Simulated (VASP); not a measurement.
Here is a VASP 6.6.1 calculation.

Contents of INCAR:

```
SYSTEM = Si
  PREC = Accurate
  ENCUT = 520
  EDIFF = 1E-6
  ISMEAR = 0
  SIGMA = 0.15
  LREAL = .False.
  LASPH = .True.
  NELM = 100
  ALGO = Fast
  ISIF = 2
  LWAVE = .False.
  LCHARG = .True.
  GGA = PE
  LELF = .True.
  LVHAR = .True.
  NBANDS = 26
```

The input KPOINTS:

```
regular mesh
0
Gamma
  10 10 10
  0 0 0
```

Contents of POSCAR:

```
Si
1.0
   -3.2819591707      3.2819591707      3.1526499794
    3.2819591707     -3.2819591707      3.1526499794
    3.2819591707      3.2819591707     -3.1526499794
Si
8
Direct
    0.2028545115      0.2028545115      0.2028545115
    0.5000000000      0.0000000000      0.2971454885
    0.2971454885      0.5000000000      0.0000000000
    0.0000000000      0.2971454885      0.5000000000
    0.7971454885      0.7971454885      0.7971454885
    0.5000000000      0.0000000000      0.7028545115
    0.7028545115      0.5000000000      0.0000000000
    0.0000000000      0.7028545115      0.5000000000
```

Potentials or basis: VASP PAW PBE potentials, release 64 (Si).

Run with:

```sh
$ cat potpaw_PBE.64/Si/POTCAR > POTCAR
$ mpirun -np 1 vasp_std > vasp.out
```

**Question.** Predict the largest force.

**Answer.** 0.548 eV/Å.

**Question.** Estimate the band gap on the k mesh.

**Answer.** Zero (bands 16 and 17 overlap by 0.22 eV).

**Question.** What does it give for the pressure?

**Answer.** 9.5 GPa.

Stress tensor (GPa, compression positive):
```
 7.22  0.00  0.00
 0.00  7.32  0.00
 0.00  0.00 13.89
```

Caveat: the stress differs along the axes, from 7 to 14 GPa; semilocal functionals underestimate gaps, and a narrow one can read as zero.
